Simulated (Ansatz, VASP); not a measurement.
## One calculation of SnH, two programs

File POSCAR:

```
SnH
1.0
    4.6586374065      0.0000000000      0.0000000000
   -2.3293187033      4.0344983411      0.0000000000
    0.0000000000      0.0000000000     32.3669333360
Sn H
2 2
Direct
    0.3333333333      0.6666666667      0.3217238519
    0.6666666667      0.3333333333      0.2961907276
    0.3333333333      0.6666666667      0.3749236290
    0.6666666667      0.3333333333      0.2429909504
```

INCAR.step1

```
PREC = Accurate
ENCUT = 520
ISMEAR = 0
SIGMA = 0.01
LREAL = F
LASPH = T
NELM = 60
LDIPOL = T
IDIPOL = 3
DIPOL = 0.5 0.5 0.309
NBANDS = 23
GGA = PE
ALGO = Normal
EDIFF = 1E-4
LWAVE = T
LCHARG = F
```

INCAR.step2

```
PREC = Accurate
ENCUT = 520
EDIFF = 1E-6
ISMEAR = 0
SIGMA = 0.01
LREAL = F
LASPH = T
NELM = 60
ALGO = Normal
ISIF = 2
LWAVE = F
LCHARG = F
LDIPOL = T
IDIPOL = 3
DIPOL = 0.5 0.5 0.309
METAGGA = R2SCAN
LMIXTAU = T
NBANDS = 23
ISTART = 1
```

Contents of KPOINTS:

```
Automatic mesh
0
Gamma
  6 6 1
```

Input for Ansatz:

```yaml
crystal:
  lattice:
    - [4.6586374065, 0.0, 0.0]
    - [-2.3293187033, 4.0344983411, 0.0]
    - [0.0, 0.0, 32.366933336]
  atoms:
    - { symbol: Sn, position: [0.3333333333, 0.6666666667, 0.3217238519] }
    - { symbol: Sn, position: [0.6666666667, 0.3333333333, 0.2961907276] }
    - { symbol: H, position: [0.3333333333, 0.6666666667, 0.374923629] }
    - { symbol: H, position: [0.6666666667, 0.3333333333, 0.2429909504] }
  periodic: [true, true, false]
kpoints:
  mp_grid: { grid: [6, 6, 1] }
  band_path:
    path: [[0.0, 0.0, 0.0], [0.5, 0.0, 0.0], [0.3333333333, 0.3333333333, 0.0]]
    npoints: 1
hamiltonian:
  xc: r2scan
scf:
  occupations: { method: fixed }
  n_extra_bands: 5
output:
  forces: true
  stress: true
  eigenvalues: true
```

Alike in both runs: task single point; functional r2SCAN; k mesh 6 × 6 × 1; no spin polarisation.

|  | VASP | Ansatz |
| --- | --- | --- |
| version | VASP 6.6.1 | Ansatz 0.2.0 |
| potentials or method | VASP PAW PBE potentials, release 64 (Sn_d, H) | plane waves, PAW |
| plane-wave cutoff (eV) | 520 | 500 |
| occupations | gaussian, width 0.01 eV | fixed |
| valence electrons in the cell | 30 | 30 |

```csv
,VASP,Ansatz,Ansatz less VASP
gap on the k mesh at the Fermi level (eV),0.82,0.82,+0.001
rms of the force components (eV/Å),0.003,0.001,-0.0020
```

VASP's potentials were made for PBE, not for r2SCAN. Atom by atom the forces differ by 0.003 eV/Å (rms over components).
